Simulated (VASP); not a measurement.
Input of a VASP 6.6.1 run:

The input INCAR:

```
SYSTEM = Si
  PREC = Accurate
  ENCUT = 520
  EDIFF = 1E-6
  ISMEAR = -1
  SIGMA = 0.1
  LREAL = .False.
  LASPH = .True.
  NELM = 80
  ALGO = Normal
  ISIF = 2
  LWAVE = .False.
  LCHARG = .False.
  NBANDS = 8
```

File KPOINTS:

```
regular mesh
0
Gamma
  16 16 16
  0 0 0
```

File POSCAR:

```
Si
1.0
    2.1990327542      0.0000000000      0.0000000000
    0.0000000000      2.1990327542      0.0000000000
    0.0000000000      0.0000000000      2.1990327542
Si
1
Direct
    0.0000000000      0.0000000000      0.0000000000
```

Potentials or basis: VASP PAW LDA potentials, release 64 (Si).

Command:

```bash
$ cat potpaw_LDA.64/Si/POTCAR > POTCAR
$ mpirun -np 1 vasp_std > vasp.out
```

(1) Estimate the band gap on the k mesh.

(2) Predict the pressure.

Results:

(1) zero (band 2 reaches 21.84 eV, above the bottom of band 3 at 11.99 eV).

(2) 92.7 GPa.
